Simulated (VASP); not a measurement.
# Sb in VASP: notebook, part 2 of 3

VASP 6.6.1.

## Step 3: Single point, PBEsol

This run uses another cell than the first one, of 28.35 Å³/atom.

File INCAR:

```
PREC = Accurate
ENCUT = 500
EDIFF = 1E-6
ISMEAR = -1
SIGMA = 0.05
LREAL = False
LASPH = True
NELM = 120
ALGO = Normal
ISIF = 2
LWAVE = False
LCHARG = True
GGA = PS
LELF = True
LVHAR = True
NBANDS = 8
GGA_COMPAT = False
```

File KPOINTS:

```
Automatic mesh
0
Gamma
  10 10 10
```

File POSCAR:

```
Sb
1.0
   -1.9461945218      1.9461945218      1.8713408863
    1.9461945218     -1.9461945218      1.8713408863
    1.9461945218      1.9461945218     -1.8713408863
Sb
1
Direct
    0.0000000000      0.0000000000      0.0000000000
```

Potentials or basis: VASP PAW PBE potentials, release 64 (Sb).

Command:

```bash
cat potpaw_PBE.64/Sb/POTCAR > POTCAR
mpirun -np 1 vasp_std > vasp.out
```

OUTCAR:

```text
PREC = Accurate
   ENCUT = 500
   EDIFF = 1E-6
   ISMEAR = -1
   LREAL = False
   LASPH = True
   NELM = 120
   ISIF = 2
   GGA = PS

 ion  position               nearest neighbor table
   1  0.000  0.000  0.000-

  LATTYP: Found a body centered tetragonal cell.
 ALAT       =     3.8923890436
 C/A-ratio  =     0.9615384615

  Lattice vectors:

 A1 = (  -1.9461945218,   1.9461945218,   1.8713408863)
 A2 = (   1.9461945218,  -1.9461945218,   1.8713408863)
 A3 = (   1.9461945218,   1.9461945218,  -1.8713408863)

Analysis of symmetry for initial positions (statically):
=====================================================================
 Subroutine PRICEL returns:
 Original cell was already a primitive cell.

 Routine SETGRP: Setting up the symmetry group for a
 body centered tetragonal supercell.

 Subroutine GETGRP returns: Found 16 space group operations
 (whereof 16 operations were pure point group operations)
 out of a pool of 16 trial point group operations.

The static configuration has the point symmetry D_4h.

Analysis of symmetry for dynamics (positions and initial velocities):
=====================================================================
 Subroutine PRICEL returns:
 Original cell was already a primitive cell.

 Routine SETGRP: Setting up the symmetry group for a
 body centered tetragonal supercell.

 Subroutine GETGRP returns: Found 16 space group operations
 (whereof 16 operations were pure point group operations)
 out of a pool of 16 trial point group operations.

The dynamic configuration has the point symmetry D_4h.

 Subroutine INISYM returns: Found 16 space group operations
 (whereof 16 operations are pure point group operations),
 and found     1 'primitive' translations

----------------------------------------------------------------------------------------

                                     Primitive cell

  volume of cell :      28.3521

  direct lattice vectors                    reciprocal lattice vectors
    -1.946194522  1.946194522  1.871340886     0.000000000  0.256911626  0.267188092
     1.946194522 -1.946194522  1.871340886     0.256911626  0.000000000  0.267188092
     1.946194522  1.946194522 -1.871340886     0.256911626  0.256911626  0.000000000

  length of vectors
     3.328252236  3.328252236  3.328252236     0.370665699  0.370665699  0.363327906

  position of ions in fractional coordinates (direct lattice)
     0.000000000  0.000000000  0.000000000

  ion indices of the primitive-cell ions
   primitive index   ion index
                 1           1

----------------------------------------------------------------------------------------

 KPOINTS: Automatic mesh

Automatic generation of k-mesh.
 Grid dimensions read from file:
 generate k-points for:   10   10   10

 Generating k-lattice:

  Cartesian coordinates                     Fractional coordinates (reciprocal lattice)
     0.000000000  0.025691163  0.026718809     0.100000000  0.000000000  0.000000000
     0.025691163  0.000000000  0.026718809     0.000000000  0.100000000  0.000000000
     0.025691163  0.025691163  0.000000000     0.000000000  0.000000000  0.100000000

  Length of vectors
     0.037066570  0.037066570  0.036332791

  Shift w.r.t. Gamma in fractional coordinates (k-lattice)
     0.000000000  0.000000000  0.000000000

 Subroutine IBZKPT returns following result:
 ===========================================

 Found    102 irreducible k-points:

 Following reciprocal coordinates:
            Coordinates               Weight
  0.000000  0.000000  0.000000      1.000000
  0.100000  0.000000  0.000000      8.000000
  0.200000  0.000000  0.000000      8.000000
  0.300000  0.000000 -0.000000      8.000000
  0.400000  0.000000  0.000000      8.000000
  0.500000  0.000000  0.000000      4.000000
[... 16 lines left out ...]
  0.300000  0.300000  0.000000      8.000000
  0.400000  0.300000 -0.000000     16.000000
 [... further k-points ...]
   k-points           NKPTS =    102   k-points in BZ     NKDIM =    102   number of bands    NBANDS=      8
   number of dos      NEDOS =    301   number of ions     NIONS =      1
   total plane-waves  NPLWV =  13824
   dimension x,y,z NGX =    24 NGY =   24 NGZ =   24
   dimension x,y,z NGXF=    48 NGYF=   48 NGZF=   48
   ions per type =               1
   NGX,Y,Z   is equivalent  to a cutoff of  11.99, 11.99, 11.99 a.u.
   NGXF,Y,Z  is equivalent  to a cutoff of  23.98, 23.98, 23.98 a.u.
 SYSTEM =  unknown system
   PREC   = accura    normal or accurate (medium, high low for compatibility)
   ISTART =      0    job   : 0-new  1-cont  2-samecut
   ICHARG =      2    charge: 1-file 2-atom 10-const
   ISPIN  =      1    spin polarized calculation?
   LNONCOLLINEAR =      F non collinear calculations
   LSORBIT =      F    spin-orbit coupling
   LASPH  =      T    aspherical Exc in radial PAW
   ENCUT  =  500.0 eV  36.75 Ry    6.06 a.u.   6.07  6.07  6.07*2*pi/ulx,y,z
   NELM   =    120;   NELMIN=  2; NELMDL= -5     # of ELM steps
   EDIFF  = 0.1E-05   stopping-criterion for ELM
   LREAL  =      F    real-space projection
   EDIFFG = 0.1E-04   stopping-criterion for IOM
   NSW    =      0    number of steps for IOM
   IBRION =     -1    ionic relax: 0-MD 1-quasi-New 2-CG
   NFREE  =      0    steps in history (QN), initial steepest desc. (CG)
   ISIF   =      2    stress and relaxation
   ISYM   =      2    0-nonsym 1-usesym 2-fastsym
   POTIM  = 0.5000    time-step for ionic-motion
   TEBEG  =    0.0;   TEEND  =   0.0 temperature during run
   PSTRESS=    0.0 pullay stress
   NELECT =       5.0000    total number of electrons
   NUPDOWN=      -1.0000    fix difference up-down
   EMIN   =  10.00;   EMAX   =-10.00  energy-range for DOS
   EFERMI =   0.00;   METHOD = LEGACY
   ISMEAR =    -1;   SIGMA  =   0.05  broadening in eV -4-tet -1-fermi 0-gaus
   EFERMI_NEDOS =   21; number of points for ismear=-14 and -15
   IALGO  =     38    algorithm
   IMIX   =      4    mixing-type and parameters
     AMIX     =   0.40;   BMIX     =  1.00
     AMIX_MAG =   1.60;   BMIX_MAG =  1.00
  volume/ion in A,a.u.               =      28.35       191.33
  Fermi-wavevector in a.u.,A,eV,Ry     =   0.918057  1.734876 11.467383  0.842829
  Thomas-Fermi vector in A             =   2.043096
   LORBIT       =      0    0 simple, 1 ext, 2 COOP (PROOUT), +10 PAW based schemes
   GGA     = PS    functional components
   LHFCALC =     F    Hartree Fock is set to
   AEXX    =    0.0000 exact exchange contribution
   IVDW    =     0    specifies the selected vdW correction
   LEPSILON=     F    determine dielectric tensor
   LRPA    =     F    only Hartree local field effects (RPA)
 non-spin polarized calculation
  energy-cutoff  :      500.00
  volume of cell :       28.35
 maximum number of plane-waves:       731
   NGX = 13   NGY = 13   NGZ = 13

 number of electron       5.0000000 magnetization

 Free energy of the ion-electron system (eV)
  ---------------------------------------------------
  ext. energy  EPLUGINS =         0.00000000
  ---------------------------------------------------
  free energy    TOTEN  =        -4.34478545 eV

  energy without entropy =       -4.33810617  energy(sigma->0) =       -4.34144581

 E-fermi :   7.6129     XC(G=0): -10.1078

 val. band max:        7.5984505978   @ k =  -0.2000  -0.3000   0.1000
 cond. band min:       7.6214096622   @ k =   0.3000   0.1000   0.1000
 fundamental gap:      0.0229590644
 Fermi energy:         7.6129081806

 k-point     1 :       0.0000    0.0000    0.0000
  band No.  band energies     occupation
      1      -4.8162      2.00000
      2      12.6743      0.00000
      3      12.6743      0.00000
      4      12.8617      0.00000
      5      17.6429      0.00000
      6      18.2695      0.00000
      7      18.2695      0.00000
      8      19.2043      0.00000

 k-point     2 :       0.1000    0.0000    0.0000
  band No.  band energies     occupation
      1      -4.6144      2.00000
      2      11.3885      0.00000
      3      12.0843      0.00000
      4      12.5757      0.00000
      5      16.9492      0.00000
      6      16.9703      0.00000
      7      18.7486      0.00000
      8      18.7725      0.00000
[... 221 lines left out ...]
 k-point    23 :       0.3000    0.3000    0.0000
  band No.  band energies     occupation
      1      -0.4583      2.00000
      2       3.6917      2.00000
      3       4.8826      2.00000
      4       9.8879      0.00000
      5      15.8957      0.00000
      6      17.5672      0.00000
      7      19.9106      0.00000
      8      21.7531      0.00000

 k-point    24 :       0.4000    0.3000   -0.0000
  band No.  band energies     occupation
      1      -0.5524      2.00000
      2       3.7708      2.00000
      3       4.8894      2.00000
      4      10.0044      0.00000
      5      16.1083      0.00000
      6      18.0617      0.00000
      7      18.9833      0.00000
      8      22.0650      0.00000

 [... further k-points ...]
[... 5 lines left out ...]
  --------------------------------------------------------------------------------------
  -------------------------------------------------------------------------------------
  Total       -0.8059547     -0.8059547     -0.8229157      0.0000000      0.0000000      0.0000000
  in kB      -45.5444891    -45.5444891    -46.5029551      0.0000000      0.0000000      0.0000000
  external PRESSURE =     -45.8639777 kB  Pullay stress =       0.0000000 kB

 VOLUME and BASIS-vectors are now :
 -----------------------------------------------------------------------------
  energy-cutoff  :      500.00
  volume of cell :       28.35
      direct lattice vectors                 reciprocal lattice vectors
    -1.946194522  1.946194522  1.871340886     0.000000000  0.256911626  0.267188092
     1.946194522 -1.946194522  1.871340886     0.256911626  0.000000000  0.267188092
     1.946194522  1.946194522 -1.871340886     0.256911626  0.256911626  0.000000000

 POSITION                                       TOTAL-FORCE (eV/Angst)
 -----------------------------------------------------------------------------------
      0.00000      0.00000      0.00000        -0.000000      0.000000      0.000000
 -----------------------------------------------------------------------------------
    total drift:                                0.000000      0.000000      0.000000

  FREE ENERGIE OF THE ION-ELECTRON SYSTEM (eV)
  ---------------------------------------------------
  free  energy   TOTEN  =        -4.3447854531 eV

  energy  without entropy=       -4.3381061695  energy(sigma->0) =       -4.34144581
```

OSZICAR:

```text
N       E                     dE             d eps       ncg     rms          rms(c)
DAV:   1     0.392116768232E+01    0.39212E+01   -0.15356E+03  1632   0.387E+02
DAV:   2    -0.425947055062E+01   -0.81806E+01   -0.79388E+01  2344   0.500E+01
DAV:   3    -0.435057389379E+01   -0.91103E-01   -0.90754E-01  2000   0.584E+00
DAV:   4    -0.435084987604E+01   -0.27598E-03   -0.27597E-03  2416   0.391E-01
DAV:   5    -0.435085079700E+01   -0.92096E-06   -0.92082E-06  2120   0.148E-02    0.152E+00
DAV:   6    -0.434682288620E+01    0.40279E-02   -0.26259E-03  1912   0.240E-01    0.858E-01
DAV:   7    -0.434477986693E+01    0.20430E-02   -0.52045E-03  1992   0.338E-01    0.544E-02
DAV:   8    -0.434478556892E+01   -0.57020E-05   -0.62736E-05  2104   0.613E-02    0.497E-03
DAV:   9    -0.434478545315E+01    0.11577E-06   -0.59114E-07  2296   0.575E-03
   1 F= -.43447855E+01 E0= -.43414458E+01  d E =-.667928E-02
```

It took 14 s on 1 thread of Intel Xeon 8259CL, shared host; peak memory 0.15 GiB.

What came out:

* Free energy: -4.3448 eV
* Pressure: -4.6 GPa
* Band gap on the k mesh: zero (an odd number of electrons rules out a gap without spin polarisation)

Caveat: the cell stands under tension; the PAW data sets were made with another functional, which shifts forces and pressure a little; spin-orbit coupling is left out, which moves the levels of the heavy elements.

## Step 4: Single point, HSE06

This run uses another cell than the first one, of 26.21 Å³/atom.

File POSCAR:

```
Sb
1.0
   -1.8713408863      1.8713408863      1.8713408863
    1.8713408863     -1.8713408863      1.8713408863
    1.8713408863      1.8713408863     -1.8713408863
Sb
1
Direct
    0.0000000000      0.0000000000      0.0000000000
```

File INCAR.step1:

```
PREC = Accurate
ENCUT = 520
EDIFF = 1E-5
ISMEAR = -1
SIGMA = 0.05
LREAL = F
LASPH = T
NELM = 80
ALGO = Normal
ISIF = 2
LWAVE = T
GGA = PE
NBANDS = 8
```

File INCAR.step2:

```
PREC = Accurate
ENCUT = 520
EDIFF = 1E-6
ISMEAR = -1
SIGMA = 0.05
LREAL = F
LASPH = T
NELM = 80
ALGO = Normal
ISIF = 2
LWAVE = F
LCHARG = T
GGA = PE
LHFCALC = T
HFSCREEN = 0.2079
PRECFOCK = Normal
LELF = T
LVHAR = T
ISTART = 1
NBANDS = 8
```

File KPOINTS:

```
regular mesh
0
Gamma
  8 8 8
```

Command:

```bash
cat potpaw_PBE.64/Sb/POTCAR > POTCAR
cp INCAR.step1 INCAR
mpirun -np 1 vasp_std > vasp.out
cp INCAR.step2 INCAR
mpirun -np 1 vasp_std > vasp.out
```

Wall time 35 min (1 thread of Intel Xeon Platinum 8375C at 2.90GHz (Ice Lake), shared host); peak memory 0.26 GiB.

It converged, with:

```yaml
Free_energy: -4.7424 eV
Pressure: -1.5 GPa
Band_gap_on_the_k_mesh: zero (an odd number of electrons rules out a gap without spin polarisation)
```

Levels at points of the mesh, in eV from the Fermi level:
```tsv
k point	band 1	band 2	band 3	band 4	band 5	band 6	band 7
(0.00, 0.00, 0.00)	-14.48	6.50	6.50	6.50	11.38	11.38	11.38
(0.50, 0.00, 0.00)	-9.76	-6.48	2.08	4.47	7.15	7.53	15.13
(0.50, 0.50, 0.50)	-5.83	-2.34	-2.34	-2.34	3.32	3.32	18.50
```

Caveat: the PAW data sets were made with another functional, which shifts forces and pressure a little; spin-orbit coupling is left out, which moves the levels of the heavy elements.

[end of part 2 of 3]
